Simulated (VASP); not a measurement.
A run of VASP 6.6.1 is set up as follows.

Contents of INCAR:

```
  ALGO = Normal
  EDIFF = 1E-7
  EDIFFG = -0.002
  ENCUT = 600
  GGA = PE
  GGA_COMPAT = F
  IBRION = 2
  ISIF = 3
  ISMEAR = 0
  IVDW = 12
  LASPH = T
  LCHARG = F
  LREAL = F
  LWAVE = F
  NELM = 120
  NELMIN = 4
  NSW = 100
  PREC = Accurate
  SIGMA = 0.02
```

Contents of KPOINTS:

```
k-points
0
Gamma
  10 10 10
```

File POSCAR:

```
AlN
1.0
    0.0000000000      2.1839935600      2.1839935600
    2.1839935600      0.0000000000      2.1839935600
    2.1839935600      2.1839935600      0.0000000000
Al N
1 1
Direct
    0.0000000000      0.0000000000      0.0000000000
    0.2500000000      0.2500000000      0.2500000000
```

Potentials or basis: VASP PAW PBE potentials, release 64 (Al, N).

Launch:

```sh
$ cat potpaw_PBE.64/Al/POTCAR potpaw_PBE.64/N/POTCAR > POTCAR
$ mpirun -np 1 vasp_std > vasp.out
```

Problem. What does it give for the dispersion energy per atom?

Solution. -0.269 eV.

Problem. Predict the band gap on the k mesh.

Solution. 3.32 eV (least direct gap 4.19 eV).

Problem. Predict the space group after relaxing (to 0.1 Å).

Solution. F-43m (No. 216).

Final structure:
```
Al N
1.0
     0.00000    2.18474    2.18474
     2.18474    0.00000    2.18474
     2.18474    2.18474    0.00000
Al N
1 1
Cartesian
  0.0000 0.0000 0.0000
  1.0924 1.0924 1.0924
```

A k mesh can miss the band edges.
